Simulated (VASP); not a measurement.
A run of VASP 6.6.1 is set up as follows.

The input INCAR:

```
  PREC = Accurate
  ENCUT = 690
  EDIFF = 1E-6
  ISMEAR = 0
  SIGMA = 0.0321
  LREAL = F
  LASPH = T
  NELM = 120
  ALGO = Normal
  ISIF = 2
  LWAVE = F
  LCHARG = F
  NBANDS = 70
  GGA_COMPAT = F
```

Contents of KPOINTS:

```
Automatic mesh
0
Gamma
  4 4 4
```

File POSCAR:

```
FeGe
1.0
    4.6634920000      0.0000000000      0.0000000000
    0.0000000000      4.6634920000      0.0000000000
    0.0000000000      0.0000000000      4.6634920000
Ge Fe
4 4
Direct
    0.8420000000      0.8420000000      0.8420000000
    0.6580000000      0.1580000000      0.3420000000
    0.3420000000      0.6580000000      0.1580000000
    0.1580000000      0.3420000000      0.6580000000
    0.1350000000      0.1350000000      0.1350000000
    0.3650000000      0.8650000000      0.6350000000
    0.6350000000      0.3650000000      0.8650000000
    0.8650000000      0.6350000000      0.3650000000
```

Potentials or basis: VASP PAW LDA potentials, release 64 (Ge_d, Fe_sv).

Run with:

```sh
$ cat potpaw_LDA.64/Ge_d/POTCAR potpaw_LDA.64/Fe_sv/POTCAR > POTCAR
$ mpirun -np 1 vasp_std > vasp.out
```

(1) Estimate the largest force.

(2) What does it give for the band gap on the k mesh?

(3) What does it give for the pressure?

Answers

(1) 0.460 eV/Å.

(2) 0.09 eV (least direct gap 0.10 eV).

(3) -15.8 GPa.

Caveat: the cell stands under tension.
